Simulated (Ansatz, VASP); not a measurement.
Two plane-wave programs on CaBi

```
CELL_PARAMETERS angstrom
4.06456 0.00000 0.00000
-2.03228 3.52002 0.00000
0.00000 0.00000 4.67687
ATOMIC_POSITIONS crystal
Ca 0.00000 0.00000 0.00000
Bi 0.33333 0.66667 0.50000
```

Alike in both runs: functional PBE; k mesh 6 × 6 × 4; occupations gaussian, width 0.1 eV; no spin polarisation.

Ansatz relaxed the structure, and its values are those at the end. VASP's run is a single point on that final structure, the one shown.

```csv
,VASP,Ansatz
version,VASP 6.6.1,Ansatz 0.2.0
potentials or method,"VASP PAW PBE potentials, release 64 (Ca_sv, Bi_d), cutoff 520 eV","scalar-relativistic, plane waves, PAW"
valence electrons in the cell,25,25
```

|  | VASP | Ansatz | Ansatz less VASP |
| --- | --- | --- | --- |
| gap on the k mesh at the Fermi level (eV) | none | none | - |
| pressure (GPa) | 0.1 | 0.1 | -0.03 |

A gap of «none» marks a metal or a gap that the smearing closes. The functional is the same, so the differences come from potentials, cutoffs and numerics.

Neither program's run includes spin-orbit coupling.
